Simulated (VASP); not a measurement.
Wanted: the native input for a VASP 6.6.1 run.

- Task: single point
- Functional: r2SCAN
- Potentials or basis: VASP PAW PBE potentials, release 64 (Sn_d)
- Cutoff: 520 eV
- k mesh: 4 × 4 × 4
- Occupations: fermi-dirac, width 0.1 eV
- Spin: no spin polarisation
- Dipole correction: no
- Further INCAR settings: ALGO = Normal; EDIFF = 1e-07; NBANDS = 66

The system is Sn.

```
CELL_PARAMETERS angstrom
6.07570 0.00000 0.00000
0.00000 6.07570 0.00000
0.00000 0.00000 6.07570
ATOMIC_POSITIONS crystal
Sn 0.00000 0.00000 0.00000
Sn 0.50000 0.50000 0.50000
Sn 0.25000 0.00000 0.50000
Sn 0.75000 0.00000 0.50000
Sn 0.50000 0.25000 0.00000
Sn 0.50000 0.75000 0.00000
Sn 0.00000 0.50000 0.25000
Sn 0.00000 0.50000 0.75000
```

One way to write it, as run:

POSCAR

```
Sn
1.0
    6.0756993416      0.0000000000      0.0000000000
    0.0000000000      6.0756993416      0.0000000000
    0.0000000000      0.0000000000      6.0756993416
Sn
8
Direct
    0.0000000000      0.0000000000      0.0000000000
    0.5000000000      0.5000000000      0.5000000000
    0.2500000000      0.0000000000      0.5000000000
    0.7500000000      0.0000000000      0.5000000000
    0.5000000000      0.2500000000      0.0000000000
    0.5000000000      0.7500000000      0.0000000000
    0.0000000000      0.5000000000      0.2500000000
    0.0000000000      0.5000000000      0.7500000000
```

INCAR.step1

```
ALGO     = Normal         # electronic algorithm
EDIFF    = 1E-4           # SCF threshold, eV
ENCUT    = 520            # plane-wave cutoff, eV
GGA      = PE             # functional
ISMEAR   = -1             # smearing method
LASPH    = T              # aspherical terms in the spheres
LCHARG   = F              # write CHGCAR
LREAL    = F              # projectors in reciprocal space
LWAVE    = T              # write WAVECAR
NBANDS   = 66             # bands
NELM     = 100            # most SCF steps
PREC     = Accurate       # precision mode
SIGMA    = 0.1            # smearing width, eV
```

INCAR.step2

```
ALGO     = Normal         # electronic algorithm
EDIFF    = 1E-7           # SCF threshold, eV
ENCUT    = 520            # plane-wave cutoff, eV
ISIF     = 2              # what is computed and relaxed
ISMEAR   = -1             # smearing method
ISTART   = 1            
LASPH    = T              # aspherical terms in the spheres
LCHARG   = F              # write CHGCAR
LMIXTAU  = T            
LREAL    = F              # projectors in reciprocal space
LWAVE    = F              # write WAVECAR
METAGGA  = R2SCAN         # meta-GGA
NBANDS   = 66             # bands
NELM     = 100            # most SCF steps
PREC     = Accurate       # precision mode
SIGMA    = 0.1            # smearing width, eV
```

KPOINTS

```
k-points
0
Gamma
  4 4 4
```

Potentials or basis: VASP PAW PBE potentials, release 64 (Sn_d).

Command:

```sh
$ cat potpaw_PBE.64/Sn_d/POTCAR > POTCAR
$ cp INCAR.step1 INCAR
$ mpirun -np 1 vasp_std > vasp.out
$ cp INCAR.step2 INCAR
$ mpirun -np 1 vasp_std > vasp.out
```

Results of the run:

```json
{"Pressure": "0.0 GPa", "Band gap on the k mesh": "zero (bands 56 and 57 overlap by 1.48 eV)"}
```

Caveat: the PAW data sets were made with another functional, which shifts forces and pressure a little; spin-orbit coupling is left out, which moves the levels of the heavy elements.

Run time: 7.5 min on 1 thread of AMD EPYC 7R13 Processor (Zen 3), on a shared host, peak memory 0.38 GiB.
